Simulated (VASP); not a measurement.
Here is a VASP 6.6.1 calculation.

The input INCAR:

```
SYSTEM = Ir
PREC     = Accurate       ! precision mode
ENCUT    = 520            ! plane-wave cutoff, eV
EDIFF    = 1E-6           ! SCF threshold, eV
ISMEAR   = 0              ! smearing method
SIGMA    = 0.05           ! smearing width, eV
LREAL    = .False.        ! projectors in reciprocal space
LASPH    = .True.         ! aspherical terms in the spheres
NELM     = 100            ! most SCF steps
ALGO     = Normal         ! electronic algorithm
ISIF     = 2              ! what is computed and relaxed
LWAVE    = .False.        ! write WAVECAR
LCHARG   = .True.         ! write CHGCAR
GGA      = PE             ! functional
LELF     = .True.         ! ELF
LVHAR    = .True.       
NBANDS   = 16             ! bands
```

The input KPOINTS:

```
regular mesh
0
Gamma
  18 18 10
  0 0 0
```

Contents of POSCAR:

```
Ir
1.0
    2.7482991601      0.0000000000      0.0000000000
   -1.3741495800      2.3800968898      0.0000000000
    0.0000000000      0.0000000000      4.4524533463
Ir
2
Direct
    0.3333333333      0.6666666667      0.7500000000
    0.6666666667      0.3333333333      0.2500000000
```

Potentials or basis: VASP PAW PBE potentials, release 64 (Ir).

Run with:

```console
$ cat potpaw_PBE.64/Ir/POTCAR > POTCAR
$ mpirun -np 1 vasp_std > vasp.out
```

(1) What does it give for the pressure?

(2) Predict the band gap on the k mesh.

Results:

(1) 0.5 GPa.

(2) zero (band 9 reaches 10.95 eV, above the bottom of band 10 at 7.77 eV).

Caveat: spin-orbit coupling is left out, which moves the levels of the heavy elements.
